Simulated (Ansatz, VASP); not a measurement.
## AlN: VASP beside Ansatz

File INCAR:

```
SYSTEM = AlN
PREC = Accurate ; ENCUT = 520
EDIFF = 1E-6 ; ISMEAR = 0
SIGMA = 0.05 ; LREAL = .False.
LASPH = .True. ; NELM = 60
ALGO = Normal ; ISIF = 2
LWAVE = .False. ; LCHARG = .False.
GGA = PE ; NBANDS = 26
```

The input KPOINTS:

```
Automatic mesh
0
Gamma
  6 6 6
  0 0 0
```

Contents of POSCAR:

```
AlN
1.0
    4.4025164325      0.0000000000      0.0000000000
    0.0000000000     -4.4025164325      0.0000000000
    0.0000000000      0.0000000000     -4.4025164325
Al N
4 4
Direct
   -0.0404747856      0.0286199954     -0.0404747856
    0.5000000000      0.5000000000      0.0000000000
    0.5000000000      0.0000000000      0.5000000000
    0.0000000000      0.5000000000      0.5000000000
    0.7500000000      0.7500000000      0.7500000000
    0.2500000000      0.2500000000      0.7500000000
    0.2500000000      0.7500000000      0.2500000000
    0.7500000000      0.2500000000      0.2500000000
```

Input for Ansatz:

```yaml
crystal:
  lattice:
    - [4.4025164325, 0.0, 0.0]
    - [0.0, -4.4025164325, 0.0]
    - [0.0, 0.0, -4.4025164325]
  atoms:
    - { symbol: Al, position: [-0.0404747856, 0.0286199954, -0.0404747856] }
    - { symbol: Al, position: [0.5, 0.5, 0.0] }
    - { symbol: Al, position: [0.5, 0.0, 0.5] }
    - { symbol: Al, position: [0.0, 0.5, 0.5] }
    - { symbol: "N", position: [0.75, 0.75, 0.75] }
    - { symbol: "N", position: [0.25, 0.25, 0.75] }
    - { symbol: "N", position: [0.25, 0.75, 0.25] }
    - { symbol: "N", position: [0.75, 0.25, 0.25] }
basis:
  ecutwfc: 420
kpoints:
  mp_grid: { grid: [6, 6, 6] }
hamiltonian:
  xc: pbe
  pseudopotentials: { kind: paw, azcp: { folder: soft_1 } }
scf:
  occupations: { method: gaussian, width: 0.05 }
output:
  forces: true
  stress: true
  eigenvalues: true
```

Alike in both runs: task single point; functional PBE; k mesh 6 × 6 × 6; occupations gaussian, width 0.05 eV; no spin polarisation.

|  | VASP | Ansatz |
| --- | --- | --- |
| version | VASP 6.6.1 | Ansatz 0.2.0 |
| potentials or method | VASP PAW PBE potentials, release 64 (Al, N), cutoff 520 eV | scalar-relativistic, plane waves, PAW |
| valence electrons in the cell | 32 | 32 |

|  | VASP | Ansatz | Ansatz less VASP |
| --- | --- | --- | --- |
| gap on the k mesh at the Fermi level (eV) | 1.80 | 1.81 | +0.006 |
| least direct gap on the mesh (eV) | 1.80 | 1.81 | +0.006 |
| pressure (GPa) | 1.7 | 1.9 | +0.17 |
| traceless stress, the component that is largest in VASP (GPa) | 1.57 | 1.56 | -0.007 |
| rms of the force components (eV/Å) | 0.998 | 0.998 | -0.0003 |

Atom by atom the forces differ by 0.003 eV/Å (rms over components). The functional is the same, so the differences come from potentials, cutoffs and numerics.
